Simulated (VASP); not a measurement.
Wanted: the native input for a VASP 6.6.1 run.

```yaml
Task: electric field gradients
Functional: r2SCAN
Potentials_or_basis: VASP PAW PBE potentials, release 64 (Ag)
Cutoff: 520 eV
k_mesh: 7 × 7 × 7
Occupations: fermi-dirac, width 0.05 eV
Spin: no spin polarisation
Dipole_correction: no
Further_INCAR_settings: ALGO = Normal; EDIFF = 1e-08; NBANDS = 54
```

Crystal: Ag.

```
CELL_PARAMETERS angstrom
0.00000 4.08550 4.08550
4.08550 0.00000 4.08550
4.08550 4.08550 0.00000
ATOMIC_POSITIONS crystal
Ag 0.00000 0.00000 0.00000
Ag 0.00000 0.00000 0.50000
Ag 0.00000 0.50000 0.00000
Ag 0.00000 0.50000 0.50000
Ag 0.50000 0.00000 0.00000
Ag 0.50000 0.00000 0.50000
Ag 0.50000 0.50000 0.00000
Ag 0.50000 0.50000 0.50000
```

The input as run:

POSCAR

```
Ag
1.0
    0.0000000000      4.0855000000      4.0855000000
    4.0855000000      0.0000000000      4.0855000000
    4.0855000000      4.0855000000      0.0000000000
Ag
8
Direct
    0.0000000000      0.0000000000      0.0000000000
    0.0000000000      0.0000000000      0.5000000000
    0.0000000000      0.5000000000      0.0000000000
    0.0000000000      0.5000000000      0.5000000000
    0.5000000000      0.0000000000      0.0000000000
    0.5000000000      0.0000000000      0.5000000000
    0.5000000000      0.5000000000      0.0000000000
    0.5000000000      0.5000000000      0.5000000000
```

INCAR.step1

```
SYSTEM = Ag
  PREC = Accurate
  ENCUT = 520
  ISMEAR = -1
  SIGMA = 0.05
  LREAL = .False.
  LASPH = .True.
  NELM = 100
  NBANDS = 54
  GGA = PE
  ALGO = Normal
  EDIFF = 1E-4
  LWAVE = .True.
  LCHARG = .False.
```

INCAR.step2

```
SYSTEM = Ag
  PREC = Accurate
  ENCUT = 520
  EDIFF = 1E-8
  ISMEAR = -1
  SIGMA = 0.05
  LREAL = .False.
  LASPH = .True.
  NELM = 100
  ALGO = Normal
  ISIF = 2
  LWAVE = .False.
  LCHARG = .False.
  METAGGA = R2SCAN
  LMIXTAU = .True.
  LEFG = .True.
  NBANDS = 54
  ISTART = 1
```

KPOINTS

```
Automatic mesh
0
Gamma
  7 7 7
  0 0 0
```

Potentials or basis: VASP PAW PBE potentials, release 64 (Ag).

Launch:

```console
$ cat potpaw_PBE.64/Ag/POTCAR > POTCAR
$ cp INCAR.step1 INCAR
$ mpirun -np 1 vasp_std > vasp.out
$ cp INCAR.step2 INCAR
$ mpirun -np 1 vasp_std > vasp.out
```

It gave:

| Item | Value |
| --- | --- |
| Pressure | 1.6 GPa |
| Band gap on the k mesh | zero (bands 44 and 45 overlap by 1.49 eV) |
| Largest electric field gradient by atom | under 0.05 V/Å² on every atom |

Caveat: the PAW data sets were made with another functional, which shifts forces and pressure a little.

It took 7.4 min on 1 thread of Intel(R) Xeon(R) Platinum 8488C (Sapphire Rapids) (shared host), peak memory 0.41 GiB.
